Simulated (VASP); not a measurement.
# ScZn3 (Fm-3m) in VASP: a series of runs, part 2 of 2

VASP 6.6.1. Earlier steps stand in the parts before.

### Step 3. Single point, LDA

The input, INCAR:

```
SYSTEM = ScZn3
PREC = Accurate
ENCUT = 520
EDIFF = 1E-6
ISMEAR = -1
SIGMA = 0.15
LREAL = .False.
LASPH = .True.
NELM = 80
ALGO = Normal
ISIF = 2
LWAVE = .False.
LCHARG = .False.
GGA = CA
NBANDS = 32
```

The input, KPOINTS:

```
regular mesh
0
Gamma
  6 6 6
  0 0 0
```

The input, POSCAR:

```
ScZn3
1.0
    0.0000000000      3.1563900000      3.1563900000
    3.1563900000      0.0000000000      3.1563900000
    3.1563900000      3.1563900000      0.0000000000
Sc Zn
1 3
Direct
    0.0000000000      0.0000000000      0.0000000000
    0.2500000000      0.2500000000      0.2500000000
    0.7500000000      0.7500000000      0.7500000000
    0.5000000000      0.5000000000      0.5000000000
```

Potentials or basis: VASP PAW LDA potentials, release 64 (Sc_sv, Zn).

Started as:

```console
$ cat potpaw_LDA.64/Sc_sv/POTCAR potpaw_LDA.64/Zn/POTCAR > POTCAR
$ mpirun -np 1 vasp_std > vasp.out
```

OUTCAR:

```text
SYSTEM = ScZn3
   PREC = Accurate
   ENCUT = 520
   EDIFF = 1E-6
   ISMEAR = -1
   LREAL = .False.
   LASPH = .True.
   NELM = 80
   ISIF = 2
   GGA = CA

 ion  position               nearest neighbor table
   1  0.000  0.000  0.000-   3 2.73   3 2.73   3 2.73   2 2.73   3 2.73   2 2.73   2 2.73   2 2.73
                             4 3.16   4 3.16   4 3.16   4 3.16   4 3.16   4 3.16
   2  0.250  0.250  0.250-   1 2.73   1 2.73   1 2.73   1 2.73   4 2.73   4 2.73   4 2.73   4 2.73

   3  0.750  0.750  0.750-   4 2.73   4 2.73   4 2.73   1 2.73   4 2.73   1 2.73   1 2.73   1 2.73

   4  0.500  0.500  0.500-   2 2.73   2 2.73   2 2.73   2 2.73   3 2.73   3 2.73   3 2.73   3 2.73
                             1 3.16   1 3.16   1 3.16   1 3.16   1 3.16   1 3.16

  LATTYP: Found a face centered cubic cell.
 ALAT       =     6.3127800000

  Lattice vectors:

 A1 = (   0.0000000000,   3.1563900000,   3.1563900000)
 A2 = (   3.1563900000,   0.0000000000,   3.1563900000)
 A3 = (   3.1563900000,   3.1563900000,   0.0000000000)

Analysis of symmetry for initial positions (statically):
=====================================================================
 Subroutine PRICEL returns:
 Original cell was already a primitive cell.

 Routine SETGRP: Setting up the symmetry group for a
 face centered cubic supercell.

 Subroutine GETGRP returns: Found 48 space group operations
[... 9 lines left out ...]

 Routine SETGRP: Setting up the symmetry group for a
 face centered cubic supercell.

 Subroutine GETGRP returns: Found 48 space group operations
[... 11 lines left out ...]
                                     Primitive cell

  volume of cell :      62.8930

  direct lattice vectors                    reciprocal lattice vectors
     0.000000000  3.156390000  3.156390000    -0.158408815  0.158408815  0.158408815
[... 95 lines left out ...]
   EFERMI =   0.00;   METHOD = LEGACY
   ISMEAR =    -1;   SIGMA  =   0.15  broadening in eV -4-tet -1-fermi 0-gaus
   EFERMI_NEDOS =   21; number of points for ismear=-14 and -15
   IALGO  =     38    algorithm
   IMIX   =      4    mixing-type and parameters
     AMIX     =   0.40;   BMIX     =  1.00
     AMIX_MAG =   1.60;   BMIX_MAG =  1.00
  volume/ion in A,a.u.               =      15.72       106.11
  Fermi-wavevector in a.u.,A,eV,Ry     =   1.485617  2.807409 30.028836  2.207057
  Thomas-Fermi vector in A             =   2.599006
   LORBIT       =      0    0 simple, 1 ext, 2 COOP (PROOUT), +10 PAW based schemes
   GGA     = CA    functional components
   LHFCALC =     F    Hartree Fock is set to
   AEXX    =    0.0000 exact exchange contribution
   IVDW    =     0    specifies the selected vdW correction
   LEPSILON=     F    determine dielectric tensor
   LRPA    =     F    only Hartree local field effects (RPA)
 non-spin polarized calculation
  energy-cutoff  :      520.00
  volume of cell :       62.89
 maximum number of plane-waves:      1711
 NGX is ok and might be reduce to    36
   NGX = 17   NGY = 17   NGZ = 17

 number of electron      46.9999958 magnetization

 Free energy of the ion-electron system (eV)
  ---------------------------------------------------
  ext. energy  EPLUGINS =         0.00000000
  ---------------------------------------------------
  free energy    TOTEN  =       -13.66156728 eV

  energy without entropy =      -13.55807118  energy(sigma->0) =      -13.60981923

 E-fermi :   3.7426     XC(G=0): -11.8531

 val. band max:        3.7168941309   @ k =  -0.1667   0.1667   0.0000
 cond. band min:       3.8692490435   @ k =   0.5000   0.1667   0.0000
 fundamental gap:      0.1523549127
 Fermi energy:         3.7426350394

 k-point     1 :       0.0000    0.0000    0.0000
  band No.  band energies     occupation
      1     -45.1695      2.00000
      2     -24.1972      2.00000
      3     -24.1972      2.00000
      4     -24.1972      2.00000
      5      -5.7012      2.00000
      6      -4.3497      2.00000
[... 549 lines left out ...]
     31      10.5620      0.00000
     32      11.8032      0.00000

------------------------ aborting loop because EDIFF is reached ----------------------------------------

  FORCE on cell =-STRESS in cart. coord.  units (eV):
  Direction    XX          YY          ZZ          XY          YZ          ZX
  --------------------------------------------------------------------------------------
  -------------------------------------------------------------------------------------
  Total       -2.2088922     -2.2088922     -2.2088922      0.0000000      0.0000000     -0.0000000
  in kB      -56.2708047    -56.2708047    -56.2708047      0.0000000      0.0000000     -0.0000000
  external PRESSURE =     -56.2708047 kB  Pullay stress =       0.0000000 kB

 VOLUME and BASIS-vectors are now :
 -----------------------------------------------------------------------------
  energy-cutoff  :      520.00
  volume of cell :       62.89
      direct lattice vectors                 reciprocal lattice vectors
     0.000000000  3.156390000  3.156390000    -0.158408815  0.158408815  0.158408815
     3.156390000  0.000000000  3.156390000     0.158408815 -0.158408815  0.158408815
     3.156390000  3.156390000  0.000000000     0.158408815  0.158408815 -0.158408815

 POSITION                                       TOTAL-FORCE (eV/Angst)
 -----------------------------------------------------------------------------------
      0.00000      0.00000      0.00000        -0.000000      0.000000      0.000000
      1.57820      1.57820      1.57820         0.000000      0.000000      0.000000
      4.73459      4.73459      4.73459        -0.000000     -0.000000     -0.000000
      3.15639      3.15639      3.15639        -0.000000      0.000000      0.000000
 -----------------------------------------------------------------------------------
    total drift:                                0.000000      0.000000      0.000000

  FREE ENERGIE OF THE ION-ELECTRON SYSTEM (eV)
  ---------------------------------------------------
  free  energy   TOTEN  =       -13.6615672786 eV

  energy  without entropy=      -13.5580711755  energy(sigma->0) =      -13.60981923
```

OSZICAR:

```text
N       E                     dE             d eps       ncg     rms          rms(c)
DAV:   1     0.354884628888E+03    0.35488E+03   -0.21107E+04  1024   0.208E+03
DAV:   2     0.992977514714E+01   -0.34495E+03   -0.33447E+03  1024   0.486E+02
DAV:   3    -0.145322661777E+02   -0.24462E+02   -0.24156E+02  1384   0.148E+02
DAV:   4    -0.148885187736E+02   -0.35625E+00   -0.35593E+00  1104   0.169E+01
DAV:   5    -0.148968458707E+02   -0.83271E-02   -0.83259E-02  1400   0.277E+00    0.895E+00
DAV:   6    -0.137281403431E+02    0.11687E+01   -0.33590E+00  1408   0.266E+01    0.385E+00
DAV:   7    -0.136831434537E+02    0.44997E-01   -0.20264E-01  1360   0.499E+00    0.179E+00
DAV:   8    -0.136649052045E+02    0.18238E-01   -0.24191E-02  1472   0.481E+00    0.761E-01
DAV:   9    -0.136614622877E+02    0.34429E-02   -0.75860E-03  1416   0.181E+00    0.556E-02
DAV:  10    -0.136615412502E+02   -0.78963E-04   -0.12376E-03  1592   0.500E-01    0.439E-02
DAV:  11    -0.136615662331E+02   -0.24983E-04   -0.32455E-04  1192   0.174E-01    0.158E-02
DAV:  12    -0.136615677349E+02   -0.15018E-05   -0.13825E-05  1472   0.873E-02    0.130E-02
DAV:  13    -0.136615672786E+02    0.45630E-06   -0.33557E-06   952   0.475E-02
   1 F= -.13661567E+02 E0= -.13609819E+02  d E =-.103496E+00
```

Run time: 14 s. Hardware: 1 thread of Intel Xeon 6975P-C (Granite Rapids), shared host; peak memory 0.18 GiB.

Results:

- Free energy: -13.6616 eV
- Pressure: -5.6 GPa
